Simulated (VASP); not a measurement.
Set up this calculation in VASP 6.6.1, as the native input.

| Quantity | Value |
| --- | --- |
| Task | single point |
| Functional | PBE |
| Potentials or basis | VASP PAW PBE potentials, release 64 (Ti_sv, H) |
| Cutoff | 520 eV |
| k mesh | 10 × 10 × 1 |
| Occupations | gaussian, width 0.1 eV |
| Spin | no spin polarisation |
| Dipole correction | yes |
| Further INCAR settings | ALGO = Normal; EDIFF = 1e-06; NBANDS = 26 |

The structure of Ti3H lies in POSCAR:

```
Ti3H
1.0
    2.8193504947      0.0000000000      0.0000000000
   -0.9397834982      2.6581091378      0.0000000000
    0.0000000000      0.0000000000     21.3259744853
Ti H
3 1
Direct
    0.5000000000      0.5000000000      0.1875646997
    0.0000000000      0.0000000000      0.2892724347
    0.5000000000      0.5000000000      0.3904147260
    0.6666666667      0.6666666667      0.4518421651
```

These files were run (other wordings do the same):

INCAR

```
ALGO = Normal
DIPOL = 0.5 0.5 0.330
EDIFF = 1E-6
ENCUT = 520
GGA = PE
IDIPOL = 3
ISIF = 2
ISMEAR = 0
LASPH = T
LCHARG = F
LDIPOL = T
LREAL = F
LWAVE = F
NBANDS = 26
NELM = 80
PREC = Accurate
SIGMA = 0.1
```

KPOINTS

```
k-points
0
Gamma
  10 10 1
```

Potentials or basis: VASP PAW PBE potentials, release 64 (Ti_sv, H).

The run is started by

```bash
$ cat potpaw_PBE.64/Ti_sv/POTCAR potpaw_PBE.64/H/POTCAR > POTCAR
$ mpirun -np 1 vasp_std > vasp.out
```

Results of the run:

| Quantity | Value |
| --- | --- |
| Largest force | 5.942 eV/Å |
| Band gap on the k mesh | zero (an odd number of electrons rules out a gap without spin polarisation) |

Wall time 4 min on 1 thread of AMD EPYC 7R13 Processor (Zen 3) (shared host), peak memory 0.31 GiB.
